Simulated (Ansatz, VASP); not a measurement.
# One calculation of CuP, two programs

File POSCAR:

```
CuP
1.0
    0.0000000000      2.4627840090      2.4627840090
    2.4627840090      0.0000000000      2.4627840090
    2.4627840090      2.4627840090      0.0000000000
Cu P
1 1
Direct
    0.5000000000      0.5000000000      0.5000000000
    0.0000000000      0.0000000000      0.0000000000
```

INCAR.step1

```
ALGO     = Normal         # electronic algorithm
EDIFF    = 1E-4           # SCF threshold, eV
ENCUT    = 520            # plane-wave cutoff, eV
GGA      = PE             # functional
ISMEAR   = 0              # smearing method
LASPH    = True           # aspherical terms in the spheres
LCHARG   = False          # write CHGCAR
LREAL    = False          # projectors in reciprocal space
LWAVE    = True           # write WAVECAR
NBANDS   = 15             # bands
NELM     = 100            # most SCF steps
PREC     = Accurate       # precision mode
SIGMA    = 0.05           # smearing width, eV
```

File INCAR.step2:

```
ALGO     = Normal         # electronic algorithm
EDIFF    = 1E-6           # SCF threshold, eV
ENCUT    = 520            # plane-wave cutoff, eV
ISIF     = 2              # what is computed and relaxed
ISMEAR   = 0              # smearing method
ISTART   = 1            
LASPH    = True           # aspherical terms in the spheres
LCHARG   = False          # write CHGCAR
LMIXTAU  = True         
LREAL    = False          # projectors in reciprocal space
LWAVE    = False          # write WAVECAR
METAGGA  = R2SCAN         # meta-GGA
NBANDS   = 15             # bands
NELM     = 100            # most SCF steps
PREC     = Accurate       # precision mode
SIGMA    = 0.05           # smearing width, eV
```

File KPOINTS:

```
k-points
0
Gamma
  12 12 12
```

Input for Ansatz:

```yaml
crystal:
  lattice:
    - [0.0, 2.462784009, 2.462784009]
    - [2.462784009, 0.0, 2.462784009]
    - [2.462784009, 2.462784009, 0.0]
  atoms:
    - { symbol: Cu, position: [0.5, 0.5, 0.5] }
    - { symbol: P, position: [0.0, 0.0, 0.0] }
basis:
  ecutwfc: 500
  ecutrho_ratio: 4
kpoints:
  mp_grid: { grid: [12, 12, 12] }
hamiltonian:
  xc: r2scan
scf:
  occupations: { method: gaussian, width: 0.05 }
output:
  forces: true
  stress: true
  eigenvalues: true
```

Alike in both runs: task single point; functional r2SCAN; k mesh 12 × 12 × 12; occupations gaussian, width 0.05 eV; no spin polarisation.

```csv
,VASP,Ansatz
version,VASP 6.6.1,Ansatz 0.2.0
potentials or method,"VASP PAW PBE potentials, release 64 (Cu, P), cutoff 520 eV","scalar-relativistic, plane waves, PAW"
valence electrons in the cell,16,24
```

VASP gave:

- gap on the k mesh at the Fermi level (eV): none
- pressure (GPa): -6.9

Task: What did Ansatz give for the same quantities?

Result: gap on the k mesh at the Fermi level (eV): none; pressure (GPa): -7.1.

VASP's potentials were made for PBE, not for r2SCAN. A gap of «none» marks a metal or a gap that the smearing closes. VASP's potentials hold 16 valence electrons a cell and Ansatz's 24, so a difference there can come from the potentials and not from the codes.
